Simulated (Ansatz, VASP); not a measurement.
Given: the input of a run of VASP 6.6.1 on Sb.

The input POSCAR:

```
Sb
1.0
    2.1542000000      1.2437279499      3.7580000000
   -2.1542000000      1.2437279499      3.7580000000
    0.0000000000     -2.4874558998      3.7580000000
Sb
2
Direct
    0.7665100000      0.7665100000      0.7665100000
    0.2334900000      0.2334900000      0.2334900000
```

File INCAR.step1:

```
ALGO = Normal
EDIFF = 1E-5
ENCUT = 520
GGA = PE
GGA_COMPAT = False
ISIF = 2
ISMEAR = -1
LASPH = True
LCHARG = False
LORBIT = 11
LORBMOM = True
LREAL = False
LSORBIT = True
LUSENCCL = False
LWAVE = True
MAGMOM = 0 0 0 0 0 0
NBANDS = 22
NELM = 150
PREC = Accurate
SIGMA = 0.05
```

The input INCAR.step2:

```
AEXX = 0.25
ALGO = Normal
EDIFF = 1E-6
ENCUT = 520
GGA = PE
GGA_COMPAT = False
ISIF = 2
ISMEAR = -1
ISTART = 1
LASPH = True
LCHARG = False
LHFCALC = True
LORBIT = 11
LORBMOM = True
LREAL = False
LSORBIT = True
LUSENCCL = False
LWAVE = False
MAGMOM = 0 0 0 0 0 0
NBANDS = 22
NELM = 150
PREC = Accurate
PRECFOCK = Normal
SIGMA = 0.05
```

Contents of KPOINTS:

```
k-points
0
Gamma
  4 4 4
```

Potentials or basis: VASP PAW PBE potentials, release 64 (Sb).

The run is started by

```sh
$ cat potpaw_PBE.64/Sb/POTCAR > POTCAR
$ cp INCAR.step1 INCAR
$ mpirun -np 1 vasp_ncl > vasp.out
$ cp INCAR.step2 INCAR
$ mpirun -np 1 vasp_ncl > vasp.out
```

Problem. Translate it to Ansatz 0.2.0. Potentials there: Ansatz PAW.

Solution. As run (the cutoff follows the program's own potentials):

Contents of input.yaml:

```yaml
crystal:
  lattice:
    - [2.1542, 1.2437279499, 3.758]
    - [-2.1542, 1.2437279499, 3.758]
    - [0.0, -2.4874558998, 3.758]
  atoms:
    - { symbol: Sb, position: [0.76651, 0.76651, 0.76651] }
    - { symbol: Sb, position: [0.23349, 0.23349, 0.23349] }
hamiltonian:
  xc: pbe0
  pseudopotentials: { kind: paw_fr }
magnetization:
  noncollinear: true
  spin_orbit: true
kpoints:
  mp_grid: { grid: [4, 4, 4] }
scf:
  occupations: { method: fermi_dirac, width: 0.05 }
output:
  forces: true
  stress: true
  eigenvalues: true
```

Potentials or basis: Ansatz PAW.

The run is started by

```console
$ ansatz run input.yaml --threads 2 --pin off --max-ram 5632MiB --backend cpu --events-out ev --progress --plain --runs-dir out
```

Both were run:

|  | VASP | Ansatz | Ansatz less VASP |
| --- | --- | --- | --- |
| pressure (GPa) | -0.3 | 0.8 | +1.09 |
| traceless stress, the component that is largest in VASP (GPa) | -0.27 | -0.33 | -0.055 |
| rms of the force components (eV/Å) | 0.248 | 0.214 | -0.0337 |
| net moment per atom (μB) | 0.00 | 0.00 | 0.000 |

Atom by atom the forces differ by 0.034 eV/Å (rms over components). VASP's potentials hold 10 valence electrons a cell and Ansatz's 30, so a difference there can come from the potentials and not from the codes.

The k mesh is coarse, so the values compare programs but aren't converged.
